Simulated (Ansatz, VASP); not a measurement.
Two plane-wave programs on MgB2

```xyz
3
Lattice="0.0000 2.6477 2.6477 2.6477 0.0000 2.6477 2.6477 2.6477 0.0000" Properties=species:S:1:pos:R:3 pbc="T T T"
Mg    0.0000    0.0000    0.0000
B     1.3239    1.3239    1.3239
B     3.9716    3.9716    3.9716
```

Alike in both runs: functional PBE; k mesh 16 × 16 × 16; occupations gaussian, width 0.1 eV; no spin polarisation.

Ansatz relaxed the structure, and its values are those at the end. VASP's run is a single point on that final structure, the one shown.

```csv
,VASP,Ansatz
version,VASP 6.6.1,Ansatz 0.2.0
potentials or method,"VASP PAW PBE potentials, release 64 (Mg, B), cutoff 520 eV","scalar-relativistic, plane waves, PAW"
valence electrons in the cell,8,16
```

|  | VASP | Ansatz | Ansatz less VASP |
| --- | --- | --- | --- |
| gap on the k mesh at the Fermi level (eV) | none | none | - |
| pressure (GPa) | 0.0 | 0.0 | -0.02 |

A gap of «none» marks a metal or a gap that the smearing closes. VASP's potentials hold 8 valence electrons a cell and Ansatz's 16, so a difference there can come from the potentials and not from the codes.
